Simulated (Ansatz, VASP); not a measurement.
# K2Au: VASP beside Ansatz

```
K Au
1.0
     4.73300    0.00000    0.00000
    -2.36650    4.09890    0.00000
     0.00000    0.00000    8.05838
K Au
2 1
Direct
  0.33333 0.66667 0.24070
  0.66667 0.33333 0.75930
  0.00000 0.00000 0.00000
```

Alike in both runs: task single point; functional PBE; k mesh 6 × 6 × 2; occupations gaussian, width 0.1 eV; no spin polarisation.

|  | VASP | Ansatz |
| --- | --- | --- |
| version | VASP 6.6.1 | Ansatz 0.2.0 |
| potentials or method | VASP PAW PBE potentials, release 64 (K_sv, Au), cutoff 520 eV | scalar-relativistic, plane waves, PAW |
| valence electrons in the cell | 29 | 37 |

|  | VASP | Ansatz | Ansatz less VASP |
| --- | --- | --- | --- |
| gap on the k mesh at the Fermi level (eV) | none | none | - |
| pressure (GPa) | 0.0 | 0.0 | +0.01 |
| rms of the force components (eV/Å) | 0.001 | 0.003 | +0.0021 |

Atom by atom the forces differ by 0.002 eV/Å (rms over components). A gap of «none» marks a metal or a gap that the smearing closes. VASP's potentials hold 29 valence electrons a cell and Ansatz's 37, so a difference there can come from the potentials and not from the codes.

The k mesh is coarse, so the values compare programs but aren't converged. Spin-orbit coupling is off throughout.
